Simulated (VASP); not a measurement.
A run of VASP 6.6.1 is set up as follows.

File INCAR:

```
SYSTEM = CoO
  ALGO = Normal
  EDIFF = 1E-6
  ENCUT = 520
  GGA = RP
  ISIF = 2
  ISMEAR = 0
  ISPIN = 2
  IVDW = 13
  LASPH = .TRUE.
  LCHARG = .FALSE.
  LDAU = .TRUE.
  LDAUJ = 0 0
  LDAUL = 2 -1
  LDAUPRINT = 1
  LDAUTYPE = 2
  LDAUU = 3.3 0
  LMAXMIX = 4
  LORBIT = 11
  LREAL = .FALSE.
  LWAVE = .FALSE.
  MAGMOM = 2.89 0.23
  NBANDS = 18
  NELM = 150
  PREC = Accurate
  SIGMA = 0.05
```

The input KPOINTS:

```
k-points
0
G
  10 10 10
  0 0 0
```

File POSCAR:

```
CoO
1.0
    0.0000000000      2.1750413196      2.1750413196
    2.1750413196      0.0000000000      2.1750413196
    2.1750413196      2.1750413196      0.0000000000
Co O
1 1
Direct
    0.0000000000      0.0000000000      0.0000000000
    0.5000000000      0.5000000000      0.5000000000
```

Potentials or basis: VASP PAW PBE potentials, release 64 (Co, O).

The run is started by

```sh
$ cat potpaw_PBE.64/Co/POTCAR potpaw_PBE.64/O/POTCAR > POTCAR
$ mpirun -np 1 vasp_std > vasp.out
```

Problem. What does it give for the pressure?

Solution. -11.7 GPa.

Problem. What does it give for the band gap on the k mesh?

Solution. Zero (filled and empty bands overlap).

Problem. What does it give for the dispersion energy per atom?

Solution. -0.567 eV.

Problem. Estimate the site moments.

Solution. Co +2.74; O +0.25 μB.

Eigenvalues of the final occupation matrices:
```csv
site,spin,trace,eigenvalues
site 1 d,1,4.91,0.97 0.97 0.97 1.00 1.00
site 1 d,2,2.21,0.12 0.12 0.65 0.65 0.65
```

Caveat: the cell stands under tension; the PAW data sets were made with another functional, which shifts forces and pressure a little; a cell with one magnetic atom can't hold antiferromagnetic order, which such compounds often take. The state reached can hang on the start; a lower one may exist.
